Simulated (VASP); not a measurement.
# Rh (P6_3/mmc) in VASP: single point with PBEsol

Aim: the single point of Rh with PBEsol.

All numbers are computed with VASP 6.6.1; they aren't measurements. Logs are shortened: lines on timing, memory, paths and dates and some standing lists are left out, and cuts for length are marked.

## Step 1: The cell of the first run

The structure is hexagonal, space group P6_3/mmc (No. 194). Conventional cell: a = 2.692 Å, b = 2.692 Å, c = 8.798 Å, α = 90.00°, β = 90.00°, γ = 120.00°. Within 3.5 Å of Rh (site symmetry -3m) lie 12 Rh at 2.69 Å. Within 3.5 Å of Rh (site symmetry -6m2) lie 12 Rh at 2.69 Å.

This isn't the form of Rh at room conditions, which is fcc.

## Step 2: Single point, PBEsol

INCAR reads:

```
SYSTEM = Rh
PREC = Accurate
ENCUT = 520
EDIFF = 1E-7
ISMEAR = -1
SIGMA = 0.1
LREAL = .False.
LASPH = .True.
NELM = 60
ALGO = Normal
ISIF = 2
LWAVE = .False.
LCHARG = .False.
GGA = PS
NBANDS = 38
```

KPOINTS reads:

```
regular mesh
0
Gamma
  10 10 3
  0 0 0
```

POSCAR reads:

```
Rh
1.0
    2.6917446200      0.0000000000      0.0000000000
   -1.3458723100      2.3311192200      0.0000000000
    0.0000000000      0.0000000000      8.7980701300
Rh
4
Direct
    0.0000000000      0.0000000000      0.0000000000
    0.3333333333      0.6666666667      0.2500000000
    0.0000000000      0.0000000000      0.5000000000
    0.6666666667      0.3333333333      0.7500000000
```

Potentials or basis: VASP PAW PBE potentials, release 64 (Rh_pv).

The run is started by

```console
$ cat potpaw_PBE.64/Rh_pv/POTCAR > POTCAR
$ mpirun -np 1 vasp_std > vasp.out
```

OUTCAR:

```text
SYSTEM = Rh
   PREC = Accurate
   ENCUT = 520
   EDIFF = 1E-7
   ISMEAR = -1
   LREAL = .False.
   LASPH = .True.
   NELM = 60
   ISIF = 2
   GGA = PS

 ion  position               nearest neighbor table
   1  0.000  0.000  0.000-   2 2.69   4 2.69   4 2.69   2 2.69   4 2.69   2 2.69
   2  0.333  0.667  0.250-   1 2.69   3 2.69   1 2.69   3 2.69   1 2.69   3 2.69
   3  0.000  0.000  0.500-   2 2.69   4 2.69   4 2.69   2 2.69   4 2.69   2 2.69
   4  0.667  0.333  0.750-   1 2.69   3 2.69   1 2.69   3 2.69   1 2.69   3 2.69

  LATTYP: Found a hexagonal cell.
 ALAT       =     2.6917446200
 C/A-ratio  =     3.2685382055

  Lattice vectors:

 A1 = (   2.6917446200,   0.0000000000,   0.0000000000)
 A2 = (  -1.3458723100,   2.3311192200,   0.0000000000)
 A3 = (   0.0000000000,   0.0000000000,   8.7980701300)

Analysis of symmetry for initial positions (statically):
=====================================================================
 Subroutine PRICEL returns:
 Original cell was already a primitive cell.

 Routine SETGRP: Setting up the symmetry group for a
 hexagonal supercell.

 Subroutine GETGRP returns: Found 24 space group operations
 (whereof 12 operations were pure point group operations)
 out of a pool of 24 trial point group operations.

The static configuration has the point symmetry D_3d.
 The point group associated with its full space group is D_6h.

Analysis of symmetry for dynamics (positions and initial velocities):
=====================================================================
 Subroutine PRICEL returns:
 Original cell was already a primitive cell.

 Routine SETGRP: Setting up the symmetry group for a
 hexagonal supercell.

 Subroutine GETGRP returns: Found 24 space group operations
 (whereof 12 operations were pure point group operations)
 out of a pool of 24 trial point group operations.

The dynamic configuration has the point symmetry D_3d.
 The point group associated with its full space group is D_6h.

 Subroutine INISYM returns: Found 24 space group operations
 (whereof 12 operations are pure point group operations),
 and found     1 'primitive' translations

----------------------------------------------------------------------------------------

                                     Primitive cell

  volume of cell :      55.2059

  direct lattice vectors                    reciprocal lattice vectors
     2.691744620  0.000000000  0.000000000     0.371506269  0.214489244  0.000000000
    -1.345872310  2.331119220  0.000000000     0.000000000  0.428978489  0.000000000
     0.000000000  0.000000000  8.798070130     0.000000000  0.000000000  0.113661290

  length of vectors
     2.691744620  2.691744619  8.798070130     0.428978489  0.428978489  0.113661290

  position of ions in fractional coordinates (direct lattice)
     0.000000000  0.000000000  0.000000000
     0.333333333  0.666666667  0.250000000
     0.000000000  0.000000000  0.500000000
     0.666666667  0.333333333  0.750000000

  ion indices of the primitive-cell ions
   primitive index   ion index
                 1           1
                 2           2
                 3           3
                 4           4

----------------------------------------------------------------------------------------

 KPOINTS: regular mesh

Automatic generation of k-mesh.
 Grid dimensions read from file:
 generate k-points for:   10   10    3

 Generating k-lattice:

  Cartesian coordinates                     Fractional coordinates (reciprocal lattice)
     0.037150627  0.021448924  0.000000000     0.100000000  0.000000000  0.000000000
     0.000000000  0.042897849  0.000000000     0.000000000  0.100000000  0.000000000
     0.000000000  0.000000000  0.037887097     0.000000000  0.000000000  0.333333333

  Length of vectors
     0.042897849  0.042897849  0.037887097

  Shift w.r.t. Gamma in fractional coordinates (k-lattice)
     0.000000000  0.000000000  0.000000000

 Subroutine IBZKPT returns following result:
 ===========================================

 Found     28 irreducible k-points:

 Following reciprocal coordinates:
            Coordinates               Weight
  0.000000  0.000000  0.000000      1.000000
  0.100000 -0.000000  0.000000      6.000000
  0.200000 -0.000000  0.000000      6.000000
  0.300000 -0.000000  0.000000      6.000000
  0.400000 -0.000000  0.000000      6.000000
  0.500000  0.000000  0.000000      3.000000
[... 16 lines left out ...]
  0.300000  0.100000  0.333333     24.000000
  0.400000  0.100000  0.333333     24.000000
 [... further k-points ...]
   k-points           NKPTS =     28   k-points in BZ     NKDIM =     28   number of bands    NBANDS=     38
   number of dos      NEDOS =    301   number of ions     NIONS =      4
   total plane-waves  NPLWV =  28000
   dimension x,y,z NGX =    20 NGY =   20 NGZ =   70
   dimension x,y,z NGXF=    40 NGYF=   40 NGZF=  140
   ions per type =               4
   NGX,Y,Z   is equivalent  to a cutoff of  12.35, 12.35, 13.23 a.u.
   NGXF,Y,Z  is equivalent  to a cutoff of  24.70, 24.70, 26.45 a.u.
 SYSTEM =  Rh
   PREC   = accura    normal or accurate (medium, high low for compatibility)
   ISTART =      0    job   : 0-new  1-cont  2-samecut
   ICHARG =      2    charge: 1-file 2-atom 10-const
   ISPIN  =      1    spin polarized calculation?
   LNONCOLLINEAR =      F non collinear calculations
   LSORBIT =      F    spin-orbit coupling
   LASPH  =      T    aspherical Exc in radial PAW
   ENCUT  =  520.0 eV  38.22 Ry    6.18 a.u.   5.00  5.00 16.36*2*pi/ulx,y,z
   NELM   =     60;   NELMIN=  2; NELMDL= -5     # of ELM steps
   EDIFF  = 0.1E-06   stopping-criterion for ELM
   LREAL  =      F    real-space projection
   EDIFFG = 0.1E-05   stopping-criterion for IOM
   NSW    =      0    number of steps for IOM
   IBRION =     -1    ionic relax: 0-MD 1-quasi-New 2-CG
   NFREE  =      0    steps in history (QN), initial steepest desc. (CG)
   ISIF   =      2    stress and relaxation
   ISYM   =      2    0-nonsym 1-usesym 2-fastsym
   POTIM  = 0.5000    time-step for ionic-motion
   TEBEG  =    0.0;   TEEND  =   0.0 temperature during run
   PSTRESS=    0.0 pullay stress
   NELECT =      60.0000    total number of electrons
   NUPDOWN=      -1.0000    fix difference up-down
   EMIN   =  10.00;   EMAX   =-10.00  energy-range for DOS
   EFERMI =   0.00;   METHOD = LEGACY
   ISMEAR =    -1;   SIGMA  =   0.10  broadening in eV -4-tet -1-fermi 0-gaus
   EFERMI_NEDOS =   21; number of points for ismear=-14 and -15
   IALGO  =     38    algorithm
   IMIX   =      4    mixing-type and parameters
     AMIX     =   0.40;   BMIX     =  1.00
     AMIX_MAG =   1.60;   BMIX_MAG =  1.00
  volume/ion in A,a.u.               =      13.80        93.14
  Fermi-wavevector in a.u.,A,eV,Ry     =   1.683178  3.180745 38.546496  2.833088
  Thomas-Fermi vector in A             =   2.766425
   LORBIT       =      0    0 simple, 1 ext, 2 COOP (PROOUT), +10 PAW based schemes
   GGA     = PS    functional components
   LHFCALC =     F    Hartree Fock is set to
   AEXX    =    0.0000 exact exchange contribution
   IVDW    =     0    specifies the selected vdW correction
   LEPSILON=     F    determine dielectric tensor
   LRPA    =     F    only Hartree local field effects (RPA)
 non-spin polarized calculation
  energy-cutoff  :      520.00
  volume of cell :       55.21
 maximum number of plane-waves:      1509
 NGX is ok and might be reduce to    20
   NGX =  9   NGY =  9   NGZ = 33

 number of electron      59.9999994 magnetization

 Free energy of the ion-electron system (eV)
  ---------------------------------------------------
  ext. energy  EPLUGINS =         0.00000000
  ---------------------------------------------------
  free energy    TOTEN  =       -32.57517030 eV

  energy without entropy =      -32.38788703  energy(sigma->0) =      -32.48152866

 E-fermi :  11.7215     XC(G=0): -14.1931

 val. band max:       11.7050427955   @ k =   0.4000   0.1000   0.3333
 cond. band min:      11.7226354523   @ k =   0.3000   0.1000   0.3333
 fundamental gap:      0.0175926568
 Fermi energy:        11.7214944965

 k-point     1 :       0.0000    0.0000    0.0000
  band No.  band energies     occupation
      1     -35.3566      2.00000
      2     -35.0015      2.00000
      3     -34.9995      2.00000
      4     -34.7405      2.00000
      5     -34.7405      2.00000
      6     -34.7001      2.00000
[... 30 lines left out ...]
     37      20.1914      0.00000
     38      26.0573      0.00000

 k-point     2 :       0.1000   -0.0000    0.0000
  band No.  band energies     occupation
      1     -35.3339      2.00000
      2     -35.0096      2.00000
      3     -35.0064      2.00000
      4     -34.7931      2.00000
      5     -34.7574      2.00000
      6     -34.7400      2.00000
[... 30 lines left out ...]
     37      20.1358      0.00000
     38      26.4261      0.00000

 k-point     3 :       0.2000   -0.0000    0.0000
  band No.  band energies     occupation
      1     -35.2712      2.00000
      2     -35.0614      2.00000
      3     -35.0486      2.00000
      4     -34.9243      2.00000
      5     -34.8536      2.00000
      6     -34.8002      2.00000
[... 30 lines left out ...]
     37      20.0309      0.00000
     38      26.6294      0.00000

 k-point     4 :       0.3000   -0.0000    0.0000
  band No.  band energies     occupation
      1     -35.2067      2.00000
      2     -35.1877      2.00000
      3     -35.1294      2.00000
      4     -35.0801      2.00000
      5     -35.0254      2.00000
      6     -34.8513      2.00000
[... 30 lines left out ...]
     37      20.0291      0.00000
     38      23.5102      0.00000
[... 703 lines left out ...]
      4     -34.9976      2.00000
      5     -34.9710      2.00000
      6     -34.9075      2.00000
[... 30 lines left out ...]
     37      22.0869      0.00000
     38      24.9045      0.00000

 k-point    23 :       0.3000    0.1000    0.3333
  band No.  band energies     occupation
      1     -35.2458      2.00000
      2     -35.2054      2.00000
      3     -35.1943      2.00000
      4     -35.1412      2.00000
      5     -35.0177      2.00000
      6     -34.9320      2.00000
[... 30 lines left out ...]
     37      22.1845      0.00000
     38      22.4702      0.00000

 k-point    24 :       0.4000    0.1000    0.3333
  band No.  band energies     occupation
      1     -35.3154      2.00000
      2     -35.2884      2.00000
      3     -35.2519      2.00000
      4     -35.2222      2.00000
      5     -34.9733      2.00000
      6     -34.9404      2.00000
[... 30 lines left out ...]
     37      20.8183      0.00000
     38      20.8695      0.00000

 [... further k-points ...]

------------------------ aborting loop because EDIFF is reached ----------------------------------------

  FORCE on cell =-STRESS in cart. coord.  units (eV):
  Direction    XX          YY          ZZ          XY          YZ          ZX
  --------------------------------------------------------------------------------------
  -------------------------------------------------------------------------------------
  Total       -1.9088801     -1.9088801     -1.8250579     -0.0000000      0.0000000      0.0000000
  in kB      -55.3991966    -55.3991966    -52.9665241     -0.0000000      0.0000000      0.0000000
  external PRESSURE =     -54.5883058 kB  Pullay stress =       0.0000000 kB

 VOLUME and BASIS-vectors are now :
 -----------------------------------------------------------------------------
  energy-cutoff  :      520.00
  volume of cell :       55.21
      direct lattice vectors                 reciprocal lattice vectors
     2.691744620  0.000000000  0.000000000     0.371506269  0.214489244  0.000000000
    -1.345872310  2.331119220  0.000000000     0.000000000  0.428978489  0.000000000
     0.000000000  0.000000000  8.798070130     0.000000000  0.000000000  0.113661290

 POSITION                                       TOTAL-FORCE (eV/Angst)
 -----------------------------------------------------------------------------------
      0.00000      0.00000      0.00000         0.000000      0.000000      0.000000
     -0.00000      1.55408      2.19952         0.000000     -0.000000      0.000000
      0.00000      0.00000      4.39904         0.000000      0.000000      0.000000
      1.34587      0.77704      6.59855        -0.000000      0.000000     -0.000000
 -----------------------------------------------------------------------------------
    total drift:                                0.000000     -0.000000      0.000000

  FREE ENERGIE OF THE ION-ELECTRON SYSTEM (eV)
  ---------------------------------------------------
  free  energy   TOTEN  =       -32.5751702958 eV

  energy  without entropy=      -32.3878870332  energy(sigma->0) =      -32.48152866
```

Wall time 94 s (1 thread of AMD EPYC 7R13, shared host); peak memory 0.16 GiB.

What came out:

```yaml
Free_energy: -32.5752 eV
Pressure: -5.5 GPa
Band_gap_on_the_k_mesh: zero (bands 30 and 31 overlap by 1.84 eV)
```

Levels at points of the mesh, in eV from the Fermi level:
```
           k point  band 27  band 28  band 29  band 30  band 31  band 32
(0.00, 0.00, 0.00)    -2.65    -1.44    -1.44    -0.85    -0.85    -0.36
(0.50, 0.00, 0.00)     0.54     0.59     0.65     0.81     0.82     0.85
```

Caveat: the cell stands under tension; the PAW data sets were made with another functional, which shifts forces and pressure a little.
